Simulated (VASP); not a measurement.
Here is a VASP 6.6.1 calculation.

INCAR

```
PREC = Accurate
ENCUT = 520
EDIFF = 1E-6
ISMEAR = -1
SIGMA = 0.05
LREAL = False
LASPH = True
NELM = 100
ALGO = Normal
ISIF = 2
LWAVE = False
LCHARG = False
GGA = PE
NBANDS = 16
```

KPOINTS

```
regular mesh
0
Gamma
  7 7 5
```

Contents of POSCAR:

```
Te
1.0
    4.5341468484      0.0000000000      0.0000000000
   -2.2670734242      3.9266863553      0.0000000000
    0.0000000000      0.0000000000      6.0309282756
Te
3
Direct
    0.7310000000      0.7310000000      0.5000000000
    0.0000000000      0.2690000000      0.8333333333
    0.2690000000      0.0000000000      0.1666666667
```

Potentials or basis: VASP PAW PBE potentials, release 64 (Te).

Run with:

```sh
$ cat potpaw_PBE.64/Te/POTCAR > POTCAR
$ mpirun -np 1 vasp_std > vasp.out
```

Task: Predict the largest force.

Result: 0.110 eV/Å.

Task: Predict the band gap on the k mesh.

Result: 0.64 eV (least direct gap 0.75 eV).

Forces on the atoms (eV/Å):
```
Te   0.055  0.095  0.000
Te   0.055 -0.095  0.000
Te  -0.110  0.000  0.000
```

Caveat: spin-orbit coupling is left out, which moves the levels of the heavy elements. A k mesh can miss the band edges.
